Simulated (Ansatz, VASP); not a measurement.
**Two plane-wave programs on Ge**

```
CELL_PARAMETERS angstrom
3.79100 0.00000 0.00000
-1.89550 3.28310 0.00000
0.00000 0.00000 28.00000
ATOMIC_POSITIONS crystal
Ge 0.33333 0.66667 0.50779
Ge 0.66667 0.33333 0.49221
```

Alike in both runs: task single point; functional PBE; k mesh 12 × 12 × 1; occupations gaussian, width 0.1 eV; no spin polarisation.

```csv
,VASP,Ansatz
version,VASP 6.6.1,Ansatz 0.2.0
potentials or method,"VASP PAW PBE potentials, release 64 (Ge_d), cutoff 520 eV","scalar-relativistic, plane waves, PAW"
valence electrons in the cell,28,28
```

VASP gave:

```
gap on the k mesh at the Fermi level (eV) : none
rms of the force components (eV/Å)        : 0.595
```

What did Ansatz give for the same quantities?

gap on the k mesh at the Fermi level (eV): none; rms of the force components (eV/Å): 0.601.

Atom by atom the forces differ by 0.006 eV/Å (rms over components). A gap of «none» marks a metal or a gap that the smearing closes. The functional is the same, so the differences come from potentials, cutoffs and numerics.
